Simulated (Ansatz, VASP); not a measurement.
SiC in VASP and in Ansatz

File INCAR:

```
SYSTEM = SiC
ALGO = Normal ; EDIFF = 1E-7
ENCUT = 520 ; GGA = PE
ISIF = 2 ; ISMEAR = 0
LASPH = .True. ; LCHARG = .True.
LELF = .True. ; LREAL = .False.
LVHAR = .True. ; LWAVE = .False.
NBANDS = 16 ; NELM = 60
PREC = Accurate ; SIGMA = 0.05
```

File KPOINTS:

```
k-points
0
Gamma
  12 12 6
  0 0 0
```

The input POSCAR:

```
SiC
1.0
    3.0919867344      0.0000000000      0.0000000000
   -1.5459933672      2.6777390602      0.0000000000
    0.0000000000      0.0000000000      5.0737646004
Si C
2 2
Direct
    0.1792565699      0.5896282849     -0.0241240372
    0.5125899032      0.2562949516      0.4758759628
    0.3333333333      0.6666666667      0.3804363282
    0.6666666667      0.3333333333      0.8804363282
```

Input for Ansatz:

```yaml
crystal:
  lattice:
    - [3.0919867344, 0.0, 0.0]
    - [-1.5459933672, 2.6777390602, 0.0]
    - [0.0, 0.0, 5.0737646004]
  atoms:
    - { symbol: Si, position: [0.1792565699, 0.5896282849, -0.0241240372] }
    - { symbol: Si, position: [0.5125899032, 0.2562949516, 0.4758759628] }
    - { symbol: C, position: [0.3333333333, 0.6666666667, 0.3804363282] }
    - { symbol: C, position: [0.6666666667, 0.3333333333, 0.8804363282] }
basis:
  ecutwfc: 420
kpoints:
  mp_grid: { grid: [12, 12, 6] }
hamiltonian:
  xc: pbe
scf:
  occupations: { method: gaussian, width: 0.05 }
output:
  forces: true
  stress: true
  eigenvalues: true
  write_density: true
  write_potential: true
  elf: true
  volumetric_format: npy
```

Change from the starting cell: all Si atoms moved +0.438 Å, as atom 1 towards its neighbour atom 4 (C) at 1.893 Å.

Alike in both runs: task single point; functional PBE; k mesh 12 × 12 × 6; occupations gaussian, width 0.05 eV; no spin polarisation.

```csv
,VASP,Ansatz
version,VASP 6.6.1,Ansatz 0.2.0
potentials or method,"VASP PAW PBE potentials, release 64 (Si, C), cutoff 520 eV","scalar-relativistic, plane waves, PAW"
valence electrons in the cell,16,16
```

|  | VASP | Ansatz | Ansatz less VASP |
| --- | --- | --- | --- |
| gap on the k mesh at the Fermi level (eV) | 0.88 | 0.89 | +0.010 |
| least direct gap on the mesh (eV) | 2.90 | 2.90 | +0.007 |
| rms of the force components (eV/Å) | 8.522 | 8.574 | +0.0517 |

Atom by atom the forces differ by 0.054 eV/Å (rms over components).
